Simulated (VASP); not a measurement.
# Li2TiO2 in VASP: further runs, part 2 of 2

VASP 6.6.1. Earlier steps stand in the parts before.

## 3. Single point, PBE (10.23 Å³/atom)

Input file INCAR:

```
  PREC = Accurate
  ENCUT = 520
  EDIFF = 1E-7
  ISMEAR = 0
  SIGMA = 0.1
  LREAL = F
  LASPH = T
  NELM = 100
  ALGO = Normal
  ISIF = 2
  LWAVE = F
  LCHARG = F
  GGA = PE
  NBANDS = 23
```

Input file KPOINTS:

```
Automatic mesh
0
Gamma
  14 14 14
```

Input file POSCAR:

```
Li2TiO2
1.0
   -1.4546497772      1.8848744897      4.6647867970
    1.4546497772     -1.8848744897      4.6647867970
    1.4546497772      1.8848744897     -4.6647867970
Li Ti O
2 1 2
Direct
    0.3022334669      0.3022334669      0.0000000000
    0.6977665331      0.6977665331      0.0000000000
    0.0000000000      0.0000000000      0.0000000000
    0.8547684884      0.3547684884      0.5000000000
    0.1452315116      0.6452315116      0.5000000000
```

Potentials or basis: VASP PAW PBE potentials, release 64 (Li_sv, Ti_sv, O).

Started as:

```
> cat potpaw_PBE.64/Li_sv/POTCAR potpaw_PBE.64/Ti_sv/POTCAR potpaw_PBE.64/O/POTCAR > POTCAR
> mpirun -np 1 vasp_std > vasp.out
```

OUTCAR:

```text
PREC = Accurate
   ENCUT = 520
   EDIFF = 1E-7
   ISMEAR = 0
   LREAL = F
   LASPH = T
   NELM = 100
   ISIF = 2
   GGA = PE

 ion  position               nearest neighbor table
   1  0.302  0.302  0.000-   4 1.95   4 1.95   5 2.06   5 2.06   2 2.57   2 2.57   2 2.57   2 2.57

   2  0.698  0.698  0.000-   5 1.95   5 1.95   4 2.06   4 2.06   1 2.57   1 2.57   1 2.57   1 2.57

   3  0.000  0.000  0.000-   5 1.99   4 1.99   5 1.99   4 1.99
   4  0.855  0.355  0.500-   1 1.95   1 1.95   3 1.99   3 1.99   2 2.06   2 2.06
   5  0.145  0.645  0.500-   2 1.95   2 1.95   3 1.99   3 1.99   1 2.06   1 2.06

  LATTYP: Found a body centered orthorhombic cell.
 ALAT       =     2.9092995544
 B/A-ratio  =     1.2957582775
 C/A-ratio  =     3.2068109246

  Lattice vectors:

 A1 = (  -1.4546497772,   1.8848744897,   4.6647867970)
 A2 = (   1.4546497772,  -1.8848744897,   4.6647867970)
 A3 = (   1.4546497772,   1.8848744897,  -4.6647867970)

Analysis of symmetry for initial positions (statically):
=====================================================================
 Subroutine PRICEL returns:
 Original cell was already a primitive cell.

 Routine SETGRP: Setting up the symmetry group for a
 body centered orthorhombic supercell.

 Subroutine GETGRP returns: Found  8 space group operations
 (whereof  8 operations were pure point group operations)
 out of a pool of  8 trial point group operations.

The static configuration has the point symmetry D_2h.

Analysis of symmetry for dynamics (positions and initial velocities):
=====================================================================
 Subroutine PRICEL returns:
 Original cell was already a primitive cell.

 Routine SETGRP: Setting up the symmetry group for a
 body centered orthorhombic supercell.

 Subroutine GETGRP returns: Found  8 space group operations
 (whereof  8 operations were pure point group operations)
 out of a pool of  8 trial point group operations.

The dynamic configuration has the point symmetry D_2h.

 Subroutine INISYM returns: Found  8 space group operations
 (whereof  8 operations are pure point group operations),
 and found     1 'primitive' translations

----------------------------------------------------------------------------------------

                                     Primitive cell

  volume of cell :      51.1603

  direct lattice vectors                    reciprocal lattice vectors
    -1.454649777  1.884874490  4.664786797     0.000000000  0.265269652  0.107186035
     1.454649777 -1.884874490  4.664786797     0.343725347  0.000000000  0.107186035
     1.454649777  1.884874490 -4.664786797     0.343725347  0.265269652  0.000000000

  length of vectors
     5.237269678  5.237269678  5.237269678     0.286106334  0.360049942  0.434183259

  position of ions in fractional coordinates (direct lattice)
     0.302233467  0.302233467  0.000000000
     0.697766533  0.697766533  0.000000000
     0.000000000  0.000000000  0.000000000
     0.854768488  0.354768488  0.500000000
     0.145231512  0.645231512  0.500000000

  ion indices of the primitive-cell ions
   primitive index   ion index
                 1           1
                 2           2
                 3           3
                 4           4
                 5           5

----------------------------------------------------------------------------------------

 KPOINTS: Automatic mesh

Automatic generation of k-mesh.
 Grid dimensions read from file:
 generate k-points for:   14   14   14

 Generating k-lattice:

  Cartesian coordinates                     Fractional coordinates (reciprocal lattice)
     0.000000000  0.018947832  0.007656145     0.071428571  0.000000000 -0.000000000
     0.024551811  0.000000000  0.007656145     0.000000000  0.071428571 -0.000000000
     0.024551811  0.018947832  0.000000000     0.000000000  0.000000000  0.071428571

  Length of vectors
     0.020436167  0.025717853  0.031013090

  Shift w.r.t. Gamma in fractional coordinates (k-lattice)
     0.000000000  0.000000000  0.000000000

 Subroutine IBZKPT returns following result:
 ===========================================

 Found    428 irreducible k-points:

 Following reciprocal coordinates:
            Coordinates               Weight
  0.000000  0.000000  0.000000      1.000000
  0.071429  0.000000  0.000000      4.000000
  0.142857  0.000000  0.000000      4.000000
  0.214286  0.000000 -0.000000      4.000000
  0.285714  0.000000  0.000000      4.000000
  0.357143  0.000000 -0.000000      4.000000
[... 16 lines left out ...]
  0.000000  0.142857  0.000000      4.000000
  0.071429  0.142857  0.000000      8.000000
 [... further k-points ...]
   k-points           NKPTS =    428   k-points in BZ     NKDIM =    428   number of bands    NBANDS=     23
   number of dos      NEDOS =    301   number of ions     NIONS =      5
   total plane-waves  NPLWV =  64000
   dimension x,y,z NGX =    40 NGY =   40 NGZ =   40
   dimension x,y,z NGXF=    80 NGYF=   80 NGZF=   80
   ions per type =               2   1   2
   NGX,Y,Z   is equivalent  to a cutoff of  12.70, 12.70, 12.70 a.u.
   NGXF,Y,Z  is equivalent  to a cutoff of  25.39, 25.39, 25.39 a.u.
 SYSTEM =  unknown system
   PREC   = accura    normal or accurate (medium, high low for compatibility)
   ISTART =      0    job   : 0-new  1-cont  2-samecut
   ICHARG =      2    charge: 1-file 2-atom 10-const
   ISPIN  =      1    spin polarized calculation?
   LNONCOLLINEAR =      F non collinear calculations
   LSORBIT =      F    spin-orbit coupling
   LASPH  =      T    aspherical Exc in radial PAW
   ENCUT  =  520.0 eV  38.22 Ry    6.18 a.u.   9.74  9.74  9.74*2*pi/ulx,y,z
   NELM   =    100;   NELMIN=  2; NELMDL= -5     # of ELM steps
   EDIFF  = 0.1E-06   stopping-criterion for ELM
   LREAL  =      F    real-space projection
   EDIFFG = 0.1E-05   stopping-criterion for IOM
   NSW    =      0    number of steps for IOM
   IBRION =     -1    ionic relax: 0-MD 1-quasi-New 2-CG
   NFREE  =      0    steps in history (QN), initial steepest desc. (CG)
   ISIF   =      2    stress and relaxation
   ISYM   =      2    0-nonsym 1-usesym 2-fastsym
   POTIM  = 0.5000    time-step for ionic-motion
   TEBEG  =    0.0;   TEEND  =   0.0 temperature during run
   PSTRESS=    0.0 pullay stress
   NELECT =      30.0000    total number of electrons
   NUPDOWN=      -1.0000    fix difference up-down
   EMIN   =  10.00;   EMAX   =-10.00  energy-range for DOS
   EFERMI =   0.00;   METHOD = LEGACY
   ISMEAR =     0;   SIGMA  =   0.10  broadening in eV -4-tet -1-fermi 0-gaus
   EFERMI_NEDOS =   21; number of points for ismear=-14 and -15
   IALGO  =     38    algorithm
   IMIX   =      4    mixing-type and parameters
     AMIX     =   0.40;   BMIX     =  1.00
     AMIX_MAG =   1.60;   BMIX_MAG =  1.00
  volume/ion in A,a.u.               =      10.23        69.05
  Fermi-wavevector in a.u.,A,eV,Ry     =   1.370264  2.589424 25.546631  1.877624
  Thomas-Fermi vector in A             =   2.496066
   LORBIT       =      0    0 simple, 1 ext, 2 COOP (PROOUT), +10 PAW based schemes
   GGA     = PE    functional components
   LHFCALC =     F    Hartree Fock is set to
   AEXX    =    0.0000 exact exchange contribution
   IVDW    =     0    specifies the selected vdW correction
   LEPSILON=     F    determine dielectric tensor
   LRPA    =     F    only Hartree local field effects (RPA)
 non-spin polarized calculation
 Gauss-broadening in eV      SIGMA  =   0.10
  energy-cutoff  :      520.00
  volume of cell :       51.16
 maximum number of plane-waves:      1403
   NGX = 19   NGY = 19   NGZ = 19

 number of electron      29.9999998 magnetization

 Free energy of the ion-electron system (eV)
  ---------------------------------------------------
  ext. energy  EPLUGINS =         0.00000000
  ---------------------------------------------------
  free energy    TOTEN  =       -31.98116208 eV

  energy without entropy =      -31.97071302  energy(sigma->0) =      -31.97593755

 E-fermi :   6.4144     XC(G=0): -10.4224

 val. band max:        6.4106610736   @ k =   0.5000  -0.3571   0.2857
 cond. band min:       6.4167017588   @ k =   0.2857  -0.2143   0.2143
 fundamental gap:      0.0060406851
 Fermi energy:         6.4144147441

 k-point     1 :       0.0000    0.0000    0.0000
  band No.  band energies     occupation
      1     -51.8361      2.00000
      2     -40.0312      2.00000
      3     -39.9416      2.00000
      4     -28.2190      2.00000
      5     -28.1295      2.00000
      6     -27.8544      2.00000
[... 613 lines left out ...]
     22      14.3331      0.00000
     23      15.5300      0.00000

 [... further k-points ...]
[... 5 lines left out ...]
  --------------------------------------------------------------------------------------
  -------------------------------------------------------------------------------------
  Total        0.9832280      0.8598956      0.9422582     -0.0000000      0.0000000      0.0000000
  in kB       30.7915937     26.9292123     29.5085490     -0.0000000      0.0000000      0.0000000
  external PRESSURE =      29.0764517 kB  Pullay stress =       0.0000000 kB

 VOLUME and BASIS-vectors are now :
 -----------------------------------------------------------------------------
  energy-cutoff  :      520.00
  volume of cell :       51.16
      direct lattice vectors                 reciprocal lattice vectors
    -1.454649777  1.884874490  4.664786797     0.000000000  0.265269652  0.107186035
     1.454649777 -1.884874490  4.664786797     0.343725347  0.000000000  0.107186035
     1.454649777  1.884874490 -4.664786797     0.343725347  0.265269652  0.000000000

 POSITION                                       TOTAL-FORCE (eV/Angst)
 -----------------------------------------------------------------------------------
      0.00000      0.00000      2.81971         0.000000     -0.000000     -0.009606
      0.00000      0.00000      6.50986         0.000000     -0.000000      0.009606
      0.00000      0.00000      0.00000         0.000000     -0.000000      0.000000
      0.00000      1.88487      3.30984        -0.000000      0.000000     -0.041171
      1.45465      0.00000      1.35495         0.000000      0.000000      0.041171
 -----------------------------------------------------------------------------------
    total drift:                                0.000000     -0.000000      0.000000

  FREE ENERGIE OF THE ION-ELECTRON SYSTEM (eV)
  ---------------------------------------------------
  free  energy   TOTEN  =       -31.9811620815 eV

  energy  without entropy=      -31.9707130236  energy(sigma->0) =      -31.97593755
```

OSZICAR:

```text
N       E                     dE             d eps       ncg     rms          rms(c)
DAV:   1     0.311214693556E+03    0.31121E+03   -0.14786E+04 19688   0.149E+03
DAV:   2    -0.751002600636E+01   -0.31872E+03   -0.30210E+03 22725   0.428E+02
DAV:   3    -0.368111325208E+02   -0.29301E+02   -0.28913E+02 28312   0.120E+02
DAV:   4    -0.399922557079E+02   -0.31811E+01   -0.31625E+01 32267   0.296E+01
DAV:   5    -0.400710371286E+02   -0.78781E-01   -0.78777E-01 25315   0.486E+00    0.188E+01
DAV:   6    -0.327505861473E+02    0.73205E+01   -0.33072E+01 23850   0.629E+01    0.944E+00
DAV:   7    -0.320597438628E+02    0.69084E+00   -0.78385E+00 22259   0.285E+01    0.560E+00
DAV:   8    -0.319809185093E+02    0.78825E-01   -0.46149E-01 26679   0.555E+00    0.340E+00
DAV:   9    -0.320134719559E+02   -0.32553E-01   -0.27531E-01 27085   0.501E+00    0.143E+00
DAV:  10    -0.319821831530E+02    0.31289E-01   -0.13453E-01 24425   0.415E+00    0.349E-01
DAV:  11    -0.319813899160E+02    0.79324E-03   -0.68024E-03 24798   0.726E-01    0.162E-01
DAV:  12    -0.319811528837E+02    0.23703E-03   -0.19095E-03 25335   0.268E-01    0.701E-02
DAV:  13    -0.319811791680E+02   -0.26284E-04   -0.18701E-04 26872   0.940E-02    0.450E-02
DAV:  14    -0.319811621971E+02    0.16971E-04   -0.40382E-05 26884   0.742E-02    0.600E-03
DAV:  15    -0.319811620878E+02    0.10927E-06   -0.41792E-06 24186   0.142E-02    0.379E-03
DAV:  16    -0.319811620815E+02    0.62564E-08   -0.26628E-07 23181   0.476E-03
   1 F= -.31981162E+02 E0= -.31975938E+02  d E =-.104491E-01
```

It took 12 min on 1 thread of Intel Xeon Platinum 8375C at 2.90GHz (Ice Lake), shared host; peak memory 0.6 GiB.

What came out:

* Free energy: -31.9812 eV
* Largest force: 0.041 eV/Å
* Band gap on the k mesh: zero (bands 15 and 16 overlap by 0.75 eV)

Forces on the atoms (eV/Å):
```
Li   0.000  0.000 -0.010
Li   0.000  0.000  0.010
Ti   0.000  0.000  0.000
O    0.000  0.000 -0.041
O    0.000  0.000  0.041
```

Caveat: the cutoff is under 1.25 times the usual one of these potentials, so pressure, stress and relaxed cells hold a basis-set (Pulay) error.
